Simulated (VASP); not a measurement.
A run of VASP 6.6.1 is set up as follows.

The input INCAR:

```
PREC = Accurate ; ENCUT = 520
EDIFF = 1E-6 ; ISMEAR = 0
SIGMA = 0.01 ; LREAL = False
LASPH = True ; NELM = 100
ALGO = Normal ; ISIF = 2
LWAVE = False ; LCHARG = False
GGA = PE ; NBANDS = 28
```

The input KPOINTS:

```
Automatic mesh
0
Gamma
  6 6 6
```

POSCAR

```
BaTiO3
1.0
    2.8402057435      1.6397935506      2.3313653756
   -2.8402057435      1.6397935506      2.3313653756
    0.0000000000     -3.2795871012      2.3313653755
Ba Ti O
1 1 3
Direct
   -0.0031997338     -0.0031997338     -0.0031997338
    0.4833974219      0.4833974219      0.4833974219
    0.5098204149      0.5098204149      0.0193614819
    0.0193614819      0.5098204149      0.5098204149
    0.5098204149      0.0193614819      0.5098204149
```

Potentials or basis: VASP PAW PBE potentials, release 64 (Ba_sv, Ti_sv, O).

Launch:

```console
$ cat potpaw_PBE.64/Ba_sv/POTCAR potpaw_PBE.64/Ti_sv/POTCAR potpaw_PBE.64/O/POTCAR > POTCAR
$ mpirun -np 1 vasp_std > vasp.out
```

**Question.** What does it give for the pressure?

**Answer.** 4.8 GPa.

**Question.** Predict the band gap on the k mesh.

**Answer.** 2.45 eV, indirect (least direct gap 2.90 eV).

**Question.** Estimate the largest force.

**Answer.** 0.125 eV/Å.

Forces in eV/Å, atoms in the order of the input:
```
Ba   0.000  0.000  0.021
Ti   0.000  0.000  0.123
O    0.000  0.115 -0.048
O   -0.100 -0.058 -0.048
O    0.100 -0.058 -0.048
```

Caveat: spin-orbit coupling is left out, which moves the levels of the heavy elements. A k mesh can miss the band edges.
